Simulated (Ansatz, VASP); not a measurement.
Given: the input of a run of Ansatz 0.2.0 on Br.

Contents of input.yaml:

```yaml
crystal:
  lattice:
    - [-1.4288621138, 1.3892458695, 3.4441539454]
    - [1.4049743837, -1.4641042843, 3.4644350871]
    - [1.4242473378, 1.4594885218, -3.4739398684]
  atoms:
    - { symbol: Br, position: [0.0, 0.0, 0.0] }
kpoints:
  mp_grid: { grid: [13, 13, 13] }
scf:
  occupations: { method: tetrahedron }
hamiltonian:
  xc: blyp
  pseudopotentials: { kind: all_electron, lapw: { basis_error: 0.001 } }
output:
  forces: true
  stress: true
  eigenvalues: true
```

Potentials or basis: all-electron LAPW, scalar-relativistic.

Launch:

```sh
$ ansatz run input.yaml --threads 1 --pin off --max-ram 3072MiB --backend cpu --events-out ev --progress --plain --runs-dir out
```

Problem. Translate it to VASP 6.6.1. Potentials there: VASP PAW PBE potentials, release 64 (Br).

Solution. As run (the cutoff follows the program's own potentials):

File INCAR:

```
AGGAC = 1.0
AGGAX = 1.0
ALDAC = 0.0
ALDAX = 1.0
ALGO = Normal
EDIFF = 1E-7
ENCUT = 520
GGA = B5
ISIF = 2
ISMEAR = -5
LASPH = True
LCHARG = True
LELF = True
LREAL = False
LVHAR = True
LWAVE = False
NBANDS = 10
NELM = 80
PREC = Accurate
SIGMA = 0.05
```

KPOINTS

```
k-points
0
Gamma
  13 13 13
```

The input POSCAR:

```
Br
1.0
   -1.4288621138      1.3892458695      3.4441539454
    1.4049743837     -1.4641042843      3.4644350871
    1.4242473378      1.4594885218     -3.4739398684
Br
1
Direct
    0.0000000000      0.0000000000      0.0000000000
```

Potentials or basis: VASP PAW PBE potentials, release 64 (Br).

Command:

```console
$ cat potpaw_PBE.64/Br/POTCAR > POTCAR
$ mpirun -np 1 vasp_std > vasp.out
```

Both were run:

|  | VASP | Ansatz | Ansatz less VASP |
| --- | --- | --- | --- |
| gap on the k mesh at the Fermi level (eV) | none | none | - |
| pressure (GPa) | 5.3 | 5.2 | -0.07 |
| traceless stress, the component that is largest in VASP (GPa) | 1.21 | 1.20 | -0.008 |

VASP's potentials were made for PBE, not for BLYP. A gap of «none» marks a metal or a gap that the smearing closes. Ansatz ran all-electron here, and VASP with PAW potentials.
